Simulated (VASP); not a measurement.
# TiCo (Pm-3m) in VASP: notebook

TiCo is run at these levels: PBEsol; tasks: relaxation of cell and atoms.

Everything below comes from runs of VASP 6.6.1. Logs are shortened: lines on timing, memory, paths and dates and some standing lists are left out, and cuts for length are marked.

## 1. The cell of the first run

It takes space group Pm-3m (No. 221, cubic). The conventional cell has a = 2.986 Å, b = 2.986 Å, c = 2.986 Å, α = 90.00°, β = 90.00°, γ = 90.00°. Co (site symmetry m-3m) has 8 Ti at 2.59 Å and 6 Co at 2.99 Å within 3.4 Å. Ti (site symmetry m-3m) has 8 Co at 2.59 Å and 6 Ti at 2.99 Å within 3.4 Å.

## 2. Relaxation of cell and atoms, PBEsol, collinear spin, ferromagnetic start, target pressure 10 GPa, at which the enthalpy is minimised

The input, INCAR:

```
  PREC = Accurate
  ENCUT = 600
  EDIFF = 1E-6
  ISMEAR = -1
  SIGMA = 0.05
  LREAL = F
  LASPH = T
  NELM = 150
  ALGO = Normal
  ISIF = 3
  LWAVE = F
  LCHARG = F
  ISPIN = 2
  MAGMOM = 2 1
  LORBIT = 11
  LMAXMIX = 4
  GGA = PS
  IBRION = 2
  NSW = 80
  EDIFFG = -0.005
  PSTRESS = 100.0
```

The input, KPOINTS:

```
regular mesh
0
Gamma
  9 9 9
```

The input, POSCAR:

```
TiCo
1.0
    2.9861109900      0.0000000000      0.0000000000
    0.0000000000      2.9861109900      0.0000000000
    0.0000000000      0.0000000000      2.9861109900
Co Ti
1 1
Direct
    0.5000000000      0.5000000000      0.5000000000
    0.0000000000      0.0000000000      0.0000000000
```

Potentials or basis: VASP PAW PBE potentials, release 64 (Co, Ti_sv).

Command:

```bash
$ cat potpaw_PBE.64/Co/POTCAR potpaw_PBE.64/Ti_sv/POTCAR > POTCAR
$ mpirun -np 1 vasp_std > vasp.out
```

OUTCAR:

```text
PREC = Accurate
   ENCUT = 600
   EDIFF = 1E-6
   ISMEAR = -1
   LREAL = F
   LASPH = T
   NELM = 150
   ISIF = 3
   ISPIN = 2
   LORBIT = 11
   GGA = PS
   IBRION = 2
   NSW = 80
   EDIFFG = -0.005
   PSTRESS = 100.0

 ion  position               nearest neighbor table
   1  0.500  0.500  0.500-   2 2.59   2 2.59   2 2.59   2 2.59   2 2.59   2 2.59   2 2.59   2 2.59

   2  0.000  0.000  0.000-   1 2.59   1 2.59   1 2.59   1 2.59   1 2.59   1 2.59   1 2.59   1 2.59

  LATTYP: Found a simple cubic cell.
 ALAT       =     2.9861109900

  Lattice vectors:

 A1 = (   2.9861109900,   0.0000000000,   0.0000000000)
 A2 = (   0.0000000000,   2.9861109900,   0.0000000000)
 A3 = (   0.0000000000,   0.0000000000,   2.9861109900)

Analysis of symmetry for initial positions (statically):
=====================================================================
 Subroutine PRICEL returns:
 Original cell was already a primitive cell.

 Routine SETGRP: Setting up the symmetry group for a
 simple cubic supercell.

 Subroutine GETGRP returns: Found 48 space group operations
 (whereof 48 operations were pure point group operations)
 out of a pool of 48 trial point group operations.

The static configuration has the point symmetry O_h .

Analysis of symmetry for dynamics (positions and initial velocities):
=====================================================================
 Subroutine PRICEL returns:
 Original cell was already a primitive cell.

 Routine SETGRP: Setting up the symmetry group for a
 simple cubic supercell.

 Subroutine GETGRP returns: Found 48 space group operations
 (whereof 48 operations were pure point group operations)
 out of a pool of 48 trial point group operations.

The dynamic configuration has the point symmetry O_h .

Analysis of structural, dynamic, and magnetic symmetry:
=====================================================================
 Subroutine PRICEL returns:
 Original cell was already a primitive cell.

 Routine SETGRP: Setting up the symmetry group for a
 simple cubic supercell.

 Subroutine GETGRP returns: Found 48 space group operations
 (whereof 48 operations were pure point group operations)
 out of a pool of 48 trial point group operations.

The overall configuration has the point symmetry O_h .

 Subroutine INISYM returns: Found 48 space group operations
 (whereof 48 operations are pure point group operations),
 and found     1 'primitive' translations

----------------------------------------------------------------------------------------

                                     Primitive cell

  volume of cell :      26.6267

  direct lattice vectors                    reciprocal lattice vectors
     2.986110990  0.000000000  0.000000000     0.334883735  0.000000000  0.000000000
     0.000000000  2.986110990  0.000000000     0.000000000  0.334883735  0.000000000
     0.000000000  0.000000000  2.986110990     0.000000000  0.000000000  0.334883735

  length of vectors
     2.986110990  2.986110990  2.986110990     0.334883735  0.334883735  0.334883735

  position of ions in fractional coordinates (direct lattice)
     0.500000000  0.500000000  0.500000000
     0.000000000  0.000000000  0.000000000

  ion indices of the primitive-cell ions
   primitive index   ion index
                 1           1
                 2           2

----------------------------------------------------------------------------------------

 KPOINTS: regular mesh

Automatic generation of k-mesh.
 Grid dimensions read from file:
 generate k-points for:    9    9    9

 Generating k-lattice:

  Cartesian coordinates                     Fractional coordinates (reciprocal lattice)
     0.037209304  0.000000000  0.000000000     0.111111111  0.000000000  0.000000000
     0.000000000  0.037209304  0.000000000     0.000000000  0.111111111  0.000000000
     0.000000000  0.000000000  0.037209304     0.000000000  0.000000000  0.111111111

  Length of vectors
     0.037209304  0.037209304  0.037209304

  Shift w.r.t. Gamma in fractional coordinates (k-lattice)
     0.000000000  0.000000000  0.000000000

 Subroutine IBZKPT returns following result:
 ===========================================

 Found     35 irreducible k-points:

 Following reciprocal coordinates:
            Coordinates               Weight
  0.000000  0.000000  0.000000      1.000000
  0.111111  0.000000  0.000000      6.000000
  0.222222  0.000000  0.000000      6.000000
  0.333333  0.000000  0.000000      6.000000
  0.444444  0.000000  0.000000      6.000000
  0.111111  0.111111  0.000000     12.000000
[... 16 lines left out ...]
  0.333333  0.333333  0.111111     24.000000
  0.444444  0.333333  0.111111     48.000000
 [... further k-points ...]
   k-points           NKPTS =     35   k-points in BZ     NKDIM =     35   number of bands    NBANDS=     16
   number of dos      NEDOS =    301   number of ions     NIONS =      2
   total plane-waves  NPLWV =  13824
   dimension x,y,z NGX =    24 NGY =   24 NGZ =   24
   dimension x,y,z NGXF=    48 NGYF=   48 NGZF=   48
   ions per type =               1   1
   NGX,Y,Z   is equivalent  to a cutoff of  13.36, 13.36, 13.36 a.u.
   NGXF,Y,Z  is equivalent  to a cutoff of  26.72, 26.72, 26.72 a.u.
 SYSTEM =  unknown system
   PREC   = accura    normal or accurate (medium, high low for compatibility)
   ISTART =      0    job   : 0-new  1-cont  2-samecut
   ICHARG =      2    charge: 1-file 2-atom 10-const
   ISPIN  =      2    spin polarized calculation?
   LNONCOLLINEAR =      F non collinear calculations
   LSORBIT =      F    spin-orbit coupling
   LASPH  =      T    aspherical Exc in radial PAW
   ENCUT  =  600.0 eV  44.10 Ry    6.64 a.u.   5.96  5.96  5.96*2*pi/ulx,y,z
   NELM   =    150;   NELMIN=  2; NELMDL= -5     # of ELM steps
   EDIFF  = 0.1E-05   stopping-criterion for ELM
   LREAL  =      F    real-space projection
   EDIFFG = -.5E-02   stopping-criterion for IOM
   NSW    =     80    number of steps for IOM
   IBRION =      2    ionic relax: 0-MD 1-quasi-New 2-CG
   NFREE  =      1    steps in history (QN), initial steepest desc. (CG)
   ISIF   =      3    stress and relaxation
   ISYM   =      2    0-nonsym 1-usesym 2-fastsym
   POTIM  = 0.5000    time-step for ionic-motion
   TEBEG  =    0.0;   TEEND  =   0.0 temperature during run
   PSTRESS=  100.0 pullay stress
   NELECT =      21.0000    total number of electrons
   NUPDOWN=      -1.0000    fix difference up-down
   EMIN   =  10.00;   EMAX   =-10.00  energy-range for DOS
   EFERMI =   0.00;   METHOD = LEGACY
   ISMEAR =    -1;   SIGMA  =   0.05  broadening in eV -4-tet -1-fermi 0-gaus
   EFERMI_NEDOS =   21; number of points for ismear=-14 and -15
   IALGO  =     38    algorithm
   IMIX   =      4    mixing-type and parameters
     AMIX     =   0.40;   BMIX     =  1.00
     AMIX_MAG =   1.60;   BMIX_MAG =  1.00
  volume/ion in A,a.u.               =      13.31        89.84
  Fermi-wavevector in a.u.,A,eV,Ry     =   1.512546  2.858298 31.127355  2.287796
  Thomas-Fermi vector in A             =   2.622456
   LORBIT       =     11    0 simple, 1 ext, 2 COOP (PROOUT), +10 PAW based schemes
   GGA     = PS    functional components
   LHFCALC =     F    Hartree Fock is set to
   AEXX    =    0.0000 exact exchange contribution
   IVDW    =     0    specifies the selected vdW correction
   LEPSILON=     F    determine dielectric tensor
   LRPA    =     F    only Hartree local field effects (RPA)
 conjugate gradient relaxation of ions
 spin polarized calculation
  energy-cutoff  :      600.00
  volume of cell :       26.63
 maximum number of plane-waves:       905
 NGX is ok and might be reduce to    24
   NGX = 11   NGY = 11   NGZ = 11

--------------------------------------- Ionic step        1  -------------------------------------------

 number of electron      20.9999983 magnetization       0.6702732

 Free energy of the ion-electron system (eV)
  ---------------------------------------------------
  ext. energy  EPLUGINS =         0.00000000
  ---------------------------------------------------
  free energy    TOTEN  =       -16.87894256 eV

  energy without entropy =      -16.86030073  energy(sigma->0) =      -16.86962165

 E-fermi :   9.7929     XC(G=0): -12.7324

 val. band max:        9.7649211060   @ k =   0.4444   0.3333   0.2222
 cond. band min:       9.8159127652   @ k =   0.4444   0.4444   0.2222
 fundamental gap:      0.0509916592
 Fermi energy:         9.7928720464

 spin component 1

 k-point     1 :       0.0000    0.0000    0.0000
  band No.  band energies     occupation
      1     -47.1518      1.00000
      2     -23.3437      1.00000
      3     -23.3437      1.00000
      4     -23.3437      1.00000
      5       2.0693      1.00000
      6       5.7069      1.00000
[... 8 lines left out ...]
     15      12.4661      0.00000
     16      18.6659      0.00000
[... 420 lines left out ...]
  band No.  band energies     occupation
      1     -47.0950      1.00000
      2     -23.5989      1.00000
      3     -23.5284      1.00000
      4     -23.3339      1.00000
      5       5.5647      1.00000
      6       6.1592      1.00000
[... 8 lines left out ...]
     15      12.4642      0.00000
     16      13.8811      0.00000

 [... further k-points ...]

 spin component 2

 k-point     1 :       0.0000    0.0000    0.0000
  band No.  band energies     occupation
      1     -47.1683      1.00000
      2     -23.3613      1.00000
      3     -23.3613      1.00000
      4     -23.3613      1.00000
      5       2.0752      1.00000
      6       6.1904      1.00000
[... 8 lines left out ...]
     15      12.5395      0.00000
     16      18.7012      0.00000
[... 420 lines left out ...]
  band No.  band energies     occupation
      1     -47.1111      1.00000
      2     -23.6183      1.00000
      3     -23.5474      1.00000
      4     -23.3516      1.00000
      5       5.7948      1.00000
      6       6.4022      1.00000
[... 8 lines left out ...]
     15      12.5765      0.00000
     16      13.9019      0.00000

 [... further k-points ...]

------------------------ aborting loop because EDIFF is reached ----------------------------------------

  FORCE on cell =-STRESS in cart. coord.  units (eV):
  Direction    XX          YY          ZZ          XY          YZ          ZX
  --------------------------------------------------------------------------------------
  -------------------------------------------------------------------------------------
  Total       -1.4386344     -1.4386344     -1.4386344     -0.0000000      0.0000000     -0.0000000
  in kB      -86.5651678    -86.5651678    -86.5651678     -0.0000000      0.0000000     -0.0000000
  external PRESSURE =    -186.5651678 kB  Pullay stress =     100.0000000 kB
[... 213 lines left out ...]
  enthalpy is  TOTEN    =       -15.3782328216 eV   P V=        1.5053810023

--------------------------------------- Ionic step        7  -------------------------------------------

 number of electron      21.0000009 magnetization       0.5041382

 Free energy of the ion-electron system (eV)
  ---------------------------------------------------
  ext. energy  EPLUGINS =         0.00000000
  ---------------------------------------------------
  free energy    TOTEN  =       -16.88194897 eV

  energy without entropy =      -16.86662859  energy(sigma->0) =      -16.87428878

 E-fermi :  11.1397     XC(G=0): -13.2810

 val. band max:       11.1288952981   @ k =   0.4444   0.4444   0.3333
 cond. band min:      11.1787891851   @ k =   0.3333   0.1111   0.1111
 fundamental gap:      0.0498938871
 Fermi energy:        11.1396961731

 spin component 1

 k-point     1 :       0.0000    0.0000    0.0000
  band No.  band energies     occupation
      1     -45.6639      1.00000
      2     -21.8200      1.00000
      3     -21.8200      1.00000
      4     -21.8200      1.00000
      5       3.0086      1.00000
      6       6.5902      1.00000
[... 8 lines left out ...]
     15      14.1833      0.00000
     16      20.7894      0.00000
[... 420 lines left out ...]
  band No.  band energies     occupation
      1     -45.5771      1.00000
      2     -22.1790      1.00000
      3     -22.0797      1.00000
      4     -21.8064      1.00000
      5       6.5349      1.00000
      6       7.1810      1.00000
[... 8 lines left out ...]
     15      14.2059      0.00000
     16      15.7721      0.00000

 [... further k-points ...]

 spin component 2

 k-point     1 :       0.0000    0.0000    0.0000
  band No.  band energies     occupation
      1     -45.6613      1.00000
      2     -21.8179      1.00000
      3     -21.8179      1.00000
      4     -21.8179      1.00000
      5       3.0297      1.00000
      6       6.9295      1.00000
[... 8 lines left out ...]
     15      14.2532      0.00000
     16      20.8334      0.00000
[... 420 lines left out ...]
  band No.  band energies     occupation
      1     -45.5742      1.00000
      2     -22.1784      1.00000
      3     -22.0787      1.00000
      4     -21.8044      1.00000
      5       6.7224      1.00000
      6       7.3586      1.00000
[... 8 lines left out ...]
     15      14.3022      0.00000
     16      15.8034      0.00000

 [... further k-points ...]

------------------------ aborting loop because EDIFF is reached ----------------------------------------

  FORCE on cell =-STRESS in cart. coord.  units (eV):
  Direction    XX          YY          ZZ          XY          YZ          ZX
  --------------------------------------------------------------------------------------
  -------------------------------------------------------------------------------------
  Total        1.5001883      1.5001883      1.5001883      0.0000000      0.0000000     -0.0000000
  in kB       99.7668185     99.7668185     99.7668185      0.0000000      0.0000000     -0.0000000
  external PRESSURE =      -0.2331815 kB  Pullay stress =     100.0000000 kB
[... 17 lines left out ...]
  FREE ENERGIE OF THE ION-ELECTRON SYSTEM (eV)
  ---------------------------------------------------
  free  energy   TOTEN  =       -16.8819489666 eV

  energy  without entropy=      -16.8666285913  energy(sigma->0) =      -16.87428878

  enthalpy is  TOTEN    =       -15.3782543765 eV   P V=        1.5036945901

 reached required accuracy - stopping structural energy minimisation

 total charge

# of ion       s       p       d       tot
------------------------------------------
    1        0.565   0.513   7.396   8.474
    2        2.273   6.217   1.955  10.445
--------------------------------------------------
tot          2.838   6.730   9.351  18.919

 magnetization (x)

# of ion       s       p       d       tot
------------------------------------------
    1        0.022  -0.003   0.507   0.527
    2       -0.001  -0.006   0.001  -0.007
--------------------------------------------------
tot          0.021  -0.009   0.508   0.520
```

It took 90 s on 1 thread of Intel Xeon Platinum 8488C (Sapphire Rapids), shared host; peak memory 0.17 GiB.

Results:

```yaml
Free_energy: -16.8819 eV
Relaxed_volume: 12.05 Å³/atom
Relaxed_cell: a = 2.888 Å, b = 2.888 Å, c = 2.888 Å, α = 90.00°, β = 90.00°, γ = 90.00°
Space_group_after_relaxing_to_0.1_Å: Pm-3m (No. 221)
Energy_change_on_relaxing_the_run_minimises_the_enthalpy: -1.5 meV/atom
Ionic_steps: 7
Pressure_after_relaxing: 10.0 GPa
Net_moment: 0.50 μB per cell
Site_moments: Co +0.53; Ti -0.01 μB
Valence_electrons_inside_the_program's_atomic_spheres: Co 8.47; Ti 10.45
```

The path:
```tsv
step	energy change (eV)	largest force (eV/Å)	pressure (GPa)	volume (Å³)
1	0.0000	0.0000	-8.66	26.63
2	0.5203	0.0000	50.13	21.09
3	-0.0077	0.0000	9.32	24.17
4	-0.0040	0.0000	9.77	24.11
5	-0.0010	0.0000	10.25	24.06
6	-0.0047	0.0000	9.82	24.12
7	-0.0030	0.0000	9.98	24.09
```

Final structure:
```yaml
crystal:
  lattice:
    - [2.88817, 0.00000, 0.00000]
    - [0.00000, 2.88817, 0.00000]
    - [0.00000, 0.00000, 2.88817]
  atoms:
    - { symbol: Co, position: [0.50000, 0.50000, 0.50000] }
    - { symbol: Ti, position: [0.00000, 0.00000, 0.00000] }
```

Caveat: the cell is relaxed towards a set pressure, so the run minimises the enthalpy, not the energy; the PAW data sets were made with another functional, which shifts forces and pressure a little.

(Part 1 of 2 ends here.)
